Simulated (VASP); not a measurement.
Input of a VASP 6.6.1 run:

The input INCAR:

```
  PREC = Accurate
  ENCUT = 520
  EDIFF = 1E-7
  ISMEAR = 0
  SIGMA = 0.02
  LREAL = False
  LASPH = True
  NELM = 80
  ALGO = Normal
  ISIF = 2
  LWAVE = False
  LCHARG = False
  GGA = PE
  NBANDS = 22
```

Contents of KPOINTS:

```
Automatic mesh
0
Gamma
  8 8 8
```

POSCAR

```
NaF
1.0
    0.0000000000      3.1745417000      5.7423775000
    1.6501899000      0.0000000000      5.7423775000
    1.6501899000      3.1745417000      0.0000000000
Na F
2 2
Direct
    0.1835050000      0.1835050000      0.8164950000
    0.4335050000      0.4335050000      0.0664950000
    0.8164950000      0.8164950000      0.1835050000
    0.0664950000      0.0664950000      0.4335050000
```

Potentials or basis: VASP PAW PBE potentials, release 64 (Na_pv, F).

Run with:

```sh
$ cat potpaw_PBE.64/Na_pv/POTCAR potpaw_PBE.64/F/POTCAR > POTCAR
$ mpirun -np 1 vasp_std > vasp.out
```

Task: Estimate the pressure.

Result: -0.1 GPa.

Task: Estimate the band gap on the k mesh.

Result: 5.37 eV, direct.

Stress tensor (GPa, compression positive):
```
-0.05  0.00  0.00
 0.00 -0.11  0.00
 0.00  0.00  0.00
```

A k mesh can miss the band edges. Expect the measured gap to be larger: semilocal functionals such as PBE lack the derivative discontinuity.
